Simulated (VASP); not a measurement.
NaCl:

```xyz
2
Lattice="0.0000 2.8027 2.8027 2.8027 0.0000 2.8027 2.8027 2.8027 0.0000" Properties=species:S:1:pos:R:3 pbc="T T T"
Na    0.0000    0.0000    0.0000
Cl    2.8027    2.8027    2.8027
```

Base run:

```yaml
Program: VASP 6.6.1
Functional: r2SCAN
Potentials_or_basis: VASP PAW PBE potentials, release 64 (Na_pv, Cl)
Cutoff: 520 eV
k_mesh: 8 × 8 × 8
Occupations: gaussian, width 0.01 eV
Spin: no spin polarisation
```

Its results: band gap on the k mesh 6.00 eV; pressure -0.2 GPa.

The run is repeated on the same cell with these changes: functional from r2SCAN to PBE; k mesh from 8 × 8 × 8 to 4 × 4 × 4. What comes out?

Band gap on the k mesh 5.18 eV; pressure 1.3 GPa.

Several settings changed at once.

Caveats: some runs use coarse meshes; the PAW data sets were made with another functional, which shifts forces and pressure a little (at least some runs).

A k mesh can miss the band edges.
